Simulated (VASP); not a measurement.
Set up this calculation in VASP 6.6.1, as the native input.

- Task: single point
- Functional: PBEsol
- Potentials or basis: VASP PAW PBE potentials, release 64 (In_d, Ga_d, As)
- Cutoff: 520 eV
- k mesh: 6 × 6 × 6, shifted
- Occupations: gaussian, width 0.1 eV
- Spin: no spin polarisation
- Dipole correction: no
- Further INCAR settings: ALGO = Normal; EDIFF = 1e-06; NBANDS = 36

The structure of In2GaAs3 lies in POSCAR:

```
In2GaAs3
1.0
   -2.1401840000      2.1401840000      9.0600640000
    2.1401840000     -2.1401840000      9.0600640000
    2.1401840000      2.1401840000     -9.0600640000
In Ga As
2 1 3
Direct
    0.3367560000      0.3367560000      0.0000000000
    0.6632440000      0.6632440000      0.0000000000
    0.0000000000      0.0000000000      0.0000000000
    0.2500000000      0.7500000000      0.5000000000
    0.5754750000      0.0754750000      0.5000000000
    0.9245250000      0.4245250000      0.5000000000
```

These files were run (other wordings do the same):

INCAR

```
SYSTEM = In2GaAs3
PREC = Accurate ; ENCUT = 520
EDIFF = 1E-6 ; ISMEAR = 0
SIGMA = 0.1 ; LREAL = .False.
LASPH = .True. ; NELM = 60
ALGO = Normal ; ISIF = 2
LWAVE = .False. ; LCHARG = .False.
GGA = PS ; NBANDS = 36
```

KPOINTS

```
Automatic mesh
0
Gamma
  6 6 6
  0.5 0.5 0.5
```

Potentials or basis: VASP PAW PBE potentials, release 64 (In_d, Ga_d, As).

Launch:

```console
$ cat potpaw_PBE.64/In_d/POTCAR potpaw_PBE.64/Ga_d/POTCAR potpaw_PBE.64/As/POTCAR > POTCAR
$ mpirun -np 1 vasp_std > vasp.out
```

It gave:

```json
{
  "Pressure": "-2.6 GPa",
  "Largest force": "0.044 eV/Å",
  "Band gap on the k mesh": "0.19 eV"
}
```

Caveat: the PAW data sets were made with another functional, which shifts forces and pressure a little; spin-orbit coupling is left out, which moves the levels of the heavy elements; a shifted mesh leaves out Γ, where band edges can lie.

Wall time 5.6 min on 1 thread of Intel(R) Xeon(R) 6975P-C (Granite Rapids) (shared host), peak memory 0.76 GiB.
